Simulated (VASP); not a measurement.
Si2Sn3, 10 atoms in the cell. It takes space group P-6m2 (No. 187, hexagonal). The conventional cell has a = 3.039 Å, b = 3.039 Å, c = 28.656 Å, α = 90.00°, β = 90.00°, γ = 120.00°. Si (site symmetry 3m) has 9 Si at 3.04 to 3.36 Å and 3 Sn at 3.36 Å within 4.0 Å. Within 4.0 Å of Si (site symmetry -6m2) lie 6 Si at 3.04 Å and 6 Sn at 3.36 Å. Si (site symmetry -6m2) has 12 Si at 3.04 to 3.36 Å within 4.0 Å. Within 4.0 Å of Sn (site symmetry 3m) lie 12 Sn at 3.04 to 3.36 Å. Sn (site symmetry 3m) has 9 Sn at 3.04 to 3.36 Å and 3 Si at 3.36 Å within 4.0 Å. Within 4.0 Å of Sn (site symmetry 3m) lie 9 Sn at 3.04 to 3.36 Å and 3 Si at 3.36 Å. 

```yaml
Program: VASP 6.6.1
Task: relaxation of cell and atoms
Functional: PBE
Potentials_or_basis: VASP PAW PBE potentials, release 64 (Si, Sn_d)
Cutoff: 600 eV
k_mesh: 6 × 6 × 1
Occupations: gaussian, width 0.1 eV
Spin: no spin polarisation
Dipole_correction: no
Further_INCAR_settings: ALGO = Fast; EDIFF = 1e-06; IBRION = 2; EDIFFG = -0.04; NSW = 90; ISIF = 3
```

Potentials or basis: VASP PAW PBE potentials, release 64 (Si, Sn_d).

Run with:

```bash
$ cat potpaw_PBE.64/Si/POTCAR potpaw_PBE.64/Sn_d/POTCAR > POTCAR
$ mpirun -np 1 vasp_std > vasp.out
```

Hardware: 1 thread of Intel(R) Xeon(R) 6975P-C (Granite Rapids) (shared host).

Question: Estimate the wall time of this run.

Answer: Run time: 64 min on 1 thread of Intel(R) Xeon(R) 6975P-C (Granite Rapids), with other jobs on the host, peak memory 0.47 GiB. Counts: scf iterations 586, k points 7, ion steps 52.
